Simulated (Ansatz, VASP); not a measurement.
# One calculation of BN, two programs

POSCAR

```
BN
1.0
    0.0000000000     -1.8130010000     -1.8130010000
    0.0000000000      1.8130010000     -1.8130010000
    3.6260020000      0.0000000000      0.0000000000
B N
2 2
Direct
    0.5000000000      0.5000000000      0.4875896373
    0.0000000000      0.0000000000      0.0124103627
    0.0000000000      0.5000000000      0.2500000000
    0.5000000000      0.0000000000      0.7500000000
```

The input INCAR.step1:

```
SYSTEM = BN
ALGO = Normal
EDIFF = 1E-4
ENCUT = 520
GGA = PE
ISMEAR = 0
LASPH = .TRUE.
LCHARG = .FALSE.
LREAL = .FALSE.
LWAVE = .TRUE.
NBANDS = 16
NELM = 60
PREC = Accurate
SIGMA = 0.05
```

Contents of INCAR.step2:

```
SYSTEM = BN
ALGO = Normal
EDIFF = 1E-6
ENCUT = 520
ISIF = 2
ISMEAR = 0
ISTART = 1
LASPH = .TRUE.
LCHARG = .FALSE.
LMIXTAU = .TRUE.
LREAL = .FALSE.
LWAVE = .FALSE.
METAGGA = R2SCAN
NBANDS = 16
NELM = 60
PREC = Accurate
SIGMA = 0.05
```

File KPOINTS:

```
k-points
0
G
  10 10 6
  0 0 0
```

Input for Ansatz:

```yaml
crystal:
  lattice:
    - [0.0, -1.813001, -1.813001]
    - [0.0, 1.813001, -1.813001]
    - [3.626002, 0.0, 0.0]
  atoms:
    - { symbol: B, position: [0.5, 0.5, 0.4875896373] }
    - { symbol: B, position: [0.0, 0.0, 0.0124103627] }
    - { symbol: "N", position: [0.0, 0.5, 0.25] }
    - { symbol: "N", position: [0.5, 0.0, 0.75] }
basis:
  ecutwfc: 500
kpoints:
  mp_grid: { grid: [10, 10, 6] }
hamiltonian:
  xc: r2scan
scf:
  occupations: { method: gaussian, width: 0.05 }
output:
  forces: true
  stress: true
  eigenvalues: true
```

Change from the starting cell: mode 12 (1156.9 1/cm) frozen in, largest displacement +0.045 Å.

Alike in both runs: task single point; functional r2SCAN; k mesh 10 × 10 × 6; occupations gaussian, width 0.05 eV; no spin polarisation.

|  | VASP | Ansatz |
| --- | --- | --- |
| version | VASP 6.6.1 | Ansatz 0.2.0 |
| potentials or method | VASP PAW PBE potentials, release 64 (B, N), cutoff 520 eV | scalar-relativistic, plane waves, PAW |
| valence electrons in the cell | 16 | 16 |

```csv
,VASP,Ansatz,Ansatz less VASP
gap on the k mesh at the Fermi level (eV),4.11,4.13,+0.019
least direct gap on the mesh (eV),4.86,4.89,+0.021
pressure (GPa),-3.4,-4.4,-1.02
"traceless stress, the component that is largest in VASP (GPa)",-1.18,-1.17,+0.013
rms of the force components (eV/Å),0.976,0.974,-0.0025
```

VASP's potentials were made for PBE, not for r2SCAN. Atom by atom the forces differ by 0.002 eV/Å (rms over components). With one functional, cell and mesh, what is left measures potentials, basis and numerics.
